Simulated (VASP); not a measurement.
Here is a VASP 6.6.1 calculation.

INCAR

```
SYSTEM = C
ALGO = Normal
EDIFF = 1E-6
ENCUT = 600
GGA_COMPAT = .FALSE.
ISIF = 2
ISMEAR = 0
LASPH = .TRUE.
LCHARG = .TRUE.
LELF = .TRUE.
LREAL = .FALSE.
LVHAR = .TRUE.
LWAVE = .FALSE.
NBANDS = 11
NELM = 120
PREC = Accurate
SIGMA = 0.02
```

The input KPOINTS:

```
k-points
0
G
  12 12 12
  0 0 0
```

POSCAR

```
C
1.0
    0.0000000000      1.7658688035      1.7658688035
    1.7658688035      0.0000000000      1.7658688035
    1.7658688035      1.7658688035      0.0000000000
C
2
Direct
    0.0000000000      0.0000000000      0.0000000000
    0.2500000000      0.2500000000      0.2500000000
```

Potentials or basis: VASP PAW LDA potentials, release 64 (C).

Launch:

```console
$ cat potpaw_LDA.64/C/POTCAR > POTCAR
$ mpirun -np 1 vasp_std > vasp.out
```

(1) Predict the band gap on the k mesh.

(2) Estimate the pressure.

Results:

(1) 4.20 eV, indirect (least direct gap 5.63 eV).

(2) 0.8 GPa.
